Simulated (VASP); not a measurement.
Runs of VASP 6.6.1 on SnS4. The structure is that of space group P4/mmm (No. 123), or close to it. The cells are those of the table. The cell was built from a structure type or drawn by symmetry, and may not be a known phase.

| task | cell | k mesh | cutoff (eV) | gap on the mesh (eV) | pressure (GPa) |
| --- | --- | --- | --- | --- | --- |
| single point | a = 4.476, b = 4.476, c = 5.656 Å, 5 atoms | 4 × 4 × 4 | 520 | none | -0.1 |
| single point | a = 4.928, b = 4.928, c = 5.651 Å, 5 atoms | 4 × 4 × 4 | 520 | none | -6.7 |
| relaxation of cell and atoms | relaxed from a = 4.928, b = 4.928, c = 5.651 Å, 5 atoms | 4 × 4 × 4 | 600 | none | -0.1 |
| single point | a = 4.427, b = 4.427, c = 5.789 Å, 5 atoms | 8 × 8 × 8 | 520 | none | (a) |

Alike in all rows: level PBE; potentials or basis VASP PAW PBE potentials, release 64 (Sn_d, S); no spin polarisation; smearing gaussian 0.1 eV.

**Question.** Fill in the values left out.

**Answer.** (a) -0.2.

Caveats: spin-orbit coupling is left out, which moves the levels of the heavy elements; semilocal functionals underestimate gaps, so a narrow gap can read as zero (at least some runs); the cell stands under tension (at least some runs).

A k mesh can miss the band edges, and the runs leave out spin-orbit coupling on Sn.

A gap of «none» marks levels without a gap at the run's occupations.
